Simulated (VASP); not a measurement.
# V (Im-3m) in VASP: further runs, part 2 of 2

VASP 6.6.1. The steps go on from the part before.

## Step 3: Single point, r2SCAN, collinear spin, ferromagnetic start

This run uses another cell than the first one, of 14.72 Å³/atom, 1.019 times its volume.

POSCAR reads:

```
V
1.0
   -1.5440506776      1.5440506776      1.5440506776
    1.5440506776     -1.5440506776      1.5440506776
    1.5440506776      1.5440506776     -1.5440506776
V
1
Direct
    0.0000000000      0.0000000000      0.0000000000
```

INCAR.step1 reads:

```
ALGO = Normal ; EDIFF = 1E-4
ENCUT = 520 ; GGA = PE
ISMEAR = -1 ; ISPIN = 2
LASPH = True ; LCHARG = False
LMAXMIX = 4 ; LREAL = False
LWAVE = True ; MAGMOM = 2
NBANDS = 16 ; NELM = 150
PREC = Accurate ; SIGMA = 0.05
```

INCAR.step2 reads:

```
ALGO = Normal ; EDIFF = 1E-7
ENCUT = 520 ; ISIF = 2
ISMEAR = -1 ; ISPIN = 2
ISTART = 1 ; LASPH = True
LCHARG = False ; LMAXMIX = 4
LMIXTAU = True ; LORBIT = 11
LREAL = False ; LWAVE = False
MAGMOM = 2 ; METAGGA = R2SCAN
NBANDS = 16 ; NELM = 150
PREC = Accurate ; SIGMA = 0.05
```

KPOINTS reads:

```
k-points
0
Gamma
  12 12 12
```

Potentials or basis: VASP PAW PBE potentials, release 64 (V_sv).

Command:

```bash
> cat potpaw_PBE.64/V_sv/POTCAR > POTCAR
> cp INCAR.step1 INCAR
> mpirun -np 1 vasp_std > vasp.out
> cp INCAR.step2 INCAR
> mpirun -np 1 vasp_std > vasp.out
```

Run time: 1.8 min. Hardware: 1 thread of Intel Xeon Platinum 8488C (Sapphire Rapids), shared host; peak memory 0.15 GiB.

The run converged. Its results:

| Quantity | Value |
| --- | --- |
| Free energy | -14.0541 eV |
| Pressure | -15.9 GPa |
| Net moment | 0.00 μB per cell |
| Valence electrons inside the program's atomic spheres | V 11.47 |

Levels at points of the mesh, in eV from the Fermi level:
Spin up:
```tsv
k point	band 2	band 3	band 4	band 5	band 6	band 7	band 8	band 9	band 10	band 11
(0.00, 0.00, 0.00)	-38.73	-38.73	-38.73	-6.84	0.45	0.45	0.45	2.42	2.42	20.55
(0.50, 0.00, 0.00)	-39.43	-38.95	-38.73	-3.04	-0.99	1.22	2.37	2.74	3.81	9.51
(0.50, 0.50, 0.50)	-39.21	-39.21	-39.21	-2.70	-2.70	3.46	3.46	3.46	9.81	9.81
```
Spin down:
| k point | band 2 | band 3 | band 4 | band 5 | band 6 | band 7 | band 8 | band 9 | band 10 | band 11 |
| --- | --- | --- | --- | --- | --- | --- | --- | --- | --- | --- |
| (0.00, 0.00, 0.00) | -38.73 | -38.73 | -38.73 | -6.84 | 0.45 | 0.45 | 0.45 | 2.42 | 2.42 | 20.55 |
| (0.50, 0.00, 0.00) | -39.43 | -38.95 | -38.73 | -3.04 | -0.99 | 1.22 | 2.37 | 2.74 | 3.81 | 9.51 |
| (0.50, 0.50, 0.50) | -39.21 | -39.21 | -39.21 | -2.70 | -2.70 | 3.46 | 3.46 | 3.46 | 9.81 | 9.81 |

Caveat: the PAW data sets were made with another functional, which shifts forces and pressure a little.

## Step 4: Single point, r2SCANh, collinear spin, ferromagnetic start

This run uses another cell than the first one, of 13.89 Å³/atom, 0.962 times its volume.

POSCAR reads:

```
V
1.0
   -1.5143500000      1.5143500000      1.5143500000
    1.5143500000     -1.5143500000      1.5143500000
    1.5143500000      1.5143500000     -1.5143500000
V
1
Direct
    0.0000000000      0.0000000000      0.0000000000
```

INCAR.step1 reads:

```
PREC = Accurate
ENCUT = 520
EDIFF = 1E-5
ISMEAR = -1
SIGMA = 0.05
LREAL = False
LASPH = True
NELM = 150
ALGO = Normal
ISIF = 2
LWAVE = True
LCHARG = False
ISPIN = 2
MAGMOM = 2
LORBIT = 11
LMAXMIX = 4
NBANDS = 16
GGA = PE
```

INCAR.step2 reads:

```
PREC = Accurate
ENCUT = 520
EDIFF = 1E-6
ISMEAR = -1
SIGMA = 0.05
LREAL = False
LASPH = True
NELM = 150
ALGO = Normal
ISIF = 2
LWAVE = False
LCHARG = False
ISPIN = 2
MAGMOM = 2
LORBIT = 11
LMAXMIX = 4
METAGGA = R2SCAN
LHFCALC = True
AEXX = 0.1
LMIXTAU = True
PRECFOCK = Normal
NBANDS = 16
ISTART = 1
```

KPOINTS reads:

```
regular mesh
0
Gamma
  6 6 6
```

Command:

```bash
> cat potpaw_PBE.64/V_sv/POTCAR > POTCAR
> cp INCAR.step1 INCAR
> mpirun -np 1 vasp_std > vasp.out
> cp INCAR.step2 INCAR
> mpirun -np 1 vasp_std > vasp.out
```

It took 34 min on 1 thread of AMD EPYC 7R13 (Zen 3), shared host; peak memory 0.12 GiB.

The run converged. Its results:

| Property | Result |
| --- | --- |
| Free energy | -14.8904 eV |
| Pressure | -6.2 GPa |
| Net moment | 0.78 μB per cell |
| Site moments | V +0.67 μB |
| Valence electrons inside the program's atomic spheres | V 11.54 |

Levels at points of the mesh, in eV from the Fermi level:
Spin up:
```tsv
k point	band 3	band 4	band 5	band 6	band 7	band 8	band 9	band 10	band 11	band 12
(0.00, 0.00, 0.00)	-40.46	-40.46	-8.03	-0.59	-0.59	-0.59	2.91	2.91	21.06	21.06
(0.50, 0.00, 0.00)	-40.74	-40.46	-4.24	-2.30	1.02	2.61	3.19	3.70	10.16	16.46
(0.50, 0.50, 0.50)	-41.07	-41.07	-3.54	-3.54	3.32	3.32	3.32	10.09	10.09	10.09
```
Spin down:
```
           k point  band 2  band 3  band 4  band 5  band 6  band 7  band 8  band 9  band 10  band 11
(0.00, 0.00, 0.00)  -39.64  -39.64  -39.64   -7.48    1.42    1.42    1.42    2.97     2.97    21.58
(0.50, 0.00, 0.00)  -40.51  -39.90  -39.65   -3.42   -0.72    1.55    3.16    3.34     5.15    11.03
(0.50, 0.50, 0.50)  -40.21  -40.21  -40.21   -3.47   -3.47    4.77    4.77    4.77    11.04    11.04
```

Caveat: the k points lie up to 0.49 Å⁻¹ apart; the PAW data sets were made with another functional, which shifts forces and pressure a little.

## Step 5: Single point, PBE, collinear spin, ferromagnetic start (volume scaled by 0.98)

INCAR reads:

```
PREC     = Accurate       # precision mode
ENCUT    = 520            # plane-wave cutoff, eV
EDIFF    = 1E-6           # SCF threshold, eV
ISMEAR   = -1             # smearing method
SIGMA    = 0.05           # smearing width, eV
LREAL    = F              # projectors in reciprocal space
LASPH    = T              # aspherical terms in the spheres
NELM     = 150            # most SCF steps
ALGO     = Fast           # electronic algorithm
ISIF     = 2              # what is computed and relaxed
LWAVE    = F              # write WAVECAR
LCHARG   = F              # write CHGCAR
ISPIN    = 2              # spin polarisation
MAGMOM   = 2              # initial moments
LORBIT   = 11             # projections on sites
LMAXMIX  = 4              # l up to which the mixer works
GGA      = PE             # functional
NBANDS   = 16             # bands
```

KPOINTS reads:

```
regular mesh
0
Gamma
  12 12 12
```

POSCAR reads:

```
V
1.0
   -1.5041862709      1.5041862709      1.5041862709
    1.5041862709     -1.5041862709      1.5041862709
    1.5041862709      1.5041862709     -1.5041862709
V
1
Direct
    0.0000000000      0.0000000000      0.0000000000
```

Command:

```bash
> cat potpaw_PBE.64/V_sv/POTCAR > POTCAR
> mpirun -np 1 vasp_std > vasp.out
```

Wall time 18 s (1 thread of AMD EPYC 9R45 (Zen 5), shared host); peak memory 0.11 GiB.

It converged, with:

* Free energy: -8.9933 eV
* Pressure: -1.8 GPa
* Net moment: 0.00 μB per cell
* Valence electrons inside the program's atomic spheres: V 11.63

Levels at points of the mesh, in eV from the Fermi level:
Spin up:
| k point | band 3 | band 4 | band 5 | band 6 | band 7 | band 8 | band 9 | band 10 |
| --- | --- | --- | --- | --- | --- | --- | --- | --- |
| (0.00, 0.00, 0.00) | -37.04 | -37.04 | -6.56 | 0.42 | 0.42 | 0.42 | 2.40 | 2.40 |
| (0.50, 0.00, 0.00) | -37.31 | -37.05 | -3.13 | -1.10 | 1.61 | 2.40 | 2.75 | 4.07 |
| (0.50, 0.50, 0.50) | -37.63 | -37.63 | -2.94 | -2.94 | 3.68 | 3.68 | 3.68 | 10.11 |
Spin down:
| k point | band 4 | band 5 | band 6 | band 7 | band 8 | band 9 |
| --- | --- | --- | --- | --- | --- | --- |
| (0.00, 0.00, 0.00) | -37.04 | -6.56 | 0.42 | 0.42 | 0.42 | 2.40 |
| (0.50, 0.00, 0.00) | -37.05 | -3.13 | -1.10 | 1.61 | 2.40 | 2.76 |
| (0.50, 0.50, 0.50) | -37.63 | -2.93 | -2.93 | 3.68 | 3.68 | 3.68 |

Caveat: the cell differs from its parent crystal (volume scaled by 0.98).

## Step 6: Single point, PBE, collinear spin, ferromagnetic start

This run uses another cell than the first one, of 13.89 Å³/atom, 0.962 times its volume.

INCAR reads:

```
SYSTEM = V
PREC = Accurate
ENCUT = 520
EDIFF = 1E-6
ISMEAR = -1
SIGMA = 0.05
LREAL = .False.
LASPH = .True.
NELM = 150
ALGO = Normal
ISIF = 2
LWAVE = .False.
LCHARG = .False.
ISPIN = 2
MAGMOM = 2
LORBIT = 11
LMAXMIX = 4
GGA = PE
NBANDS = 16
```

KPOINTS reads:

```
regular mesh
0
Gamma
  12 12 12
  0 0 0
```

POSCAR reads:

```
V
1.0
   -1.5143500000      1.5143500000      1.5143500000
    1.5143500000     -1.5143500000      1.5143500000
    1.5143500000      1.5143500000     -1.5143500000
V
1
Direct
    0.0000000000      0.0000000000      0.0000000000
```

Potentials or basis: VASP PAW PBE potentials, release 64 (V_sv).

Command:

```bash
> cat potpaw_PBE.64/V_sv/POTCAR > POTCAR
> mpirun -np 1 vasp_std > vasp.out
```

Wall time 17 s (1 thread of AMD EPYC 9R45 (Zen 5), shared host); peak memory 0.11 GiB.

Results (log left out):

* Free energy: -8.9873 eV
* Pressure: -5.2 GPa
* Net moment: 0.00 μB per cell
* Valence electrons inside the program's atomic spheres: V 11.60

Levels at points of the mesh, in eV from the Fermi level:
Spin up:
| k point | band 3 | band 4 | band 5 | band 6 | band 7 | band 8 | band 9 | band 10 |
| --- | --- | --- | --- | --- | --- | --- | --- | --- |
| (0.00, 0.00, 0.00) | -37.10 | -37.10 | -6.51 | 0.41 | 0.41 | 0.41 | 2.35 | 2.35 |
| (0.50, 0.00, 0.00) | -37.35 | -37.10 | -3.06 | -1.06 | 1.54 | 2.34 | 2.69 | 3.96 |
| (0.50, 0.50, 0.50) | -37.66 | -37.66 | -2.85 | -2.85 | 3.58 | 3.58 | 3.58 | 9.92 |
Spin down:
| k point | band 4 | band 5 | band 6 | band 7 | band 8 | band 9 |
| --- | --- | --- | --- | --- | --- | --- |
| (0.00, 0.00, 0.00) | -37.10 | -6.51 | 0.41 | 0.41 | 0.41 | 2.35 |
| (0.50, 0.00, 0.00) | -37.10 | -3.06 | -1.06 | 1.54 | 2.34 | 2.69 |
| (0.50, 0.50, 0.50) | -37.66 | -2.85 | -2.85 | 3.58 | 3.58 | 3.58 |

## Step 7: Summary

```csv
level,cell,k mesh,grid for exact exchange (PRECFOCK),gap on the mesh (eV),pressure (GPa),moment (μB)
r2SCAN,"a = 2.657 Å, angles 109.5°, 1 atom",12 × 12 × 12,-,none,-13.4,0.00
r2SCAN,"a = 2.674 Å, angles 109.5°, 1 atom",12 × 12 × 12,-,none,-15.9,0.00
r2SCANh,"a = 2.623 Å, angles 109.5°, 1 atom",6 × 6 × 6,Normal,none,-6.2,0.78
PBE,"a = 2.605 Å, angles 109.5°, 1 atom",12 × 12 × 12,-,none,-1.8,0.00
PBE,"a = 2.623 Å, angles 109.5°, 1 atom",12 × 12 × 12,-,none,-5.2,0.00
```

Alike in all rows: task single point; potentials or basis VASP PAW PBE potentials, release 64 (V_sv); spin collinear, ferromagnetic start; cutoff (eV) 520; smearing fermi-dirac 0.05 eV.

Caveats: some runs use coarse meshes; the PAW data sets were made with another functional, which shifts forces and pressure a little (some runs).

Total energies depend on the potentials used, so only differences within one code and one set of settings carry meaning.
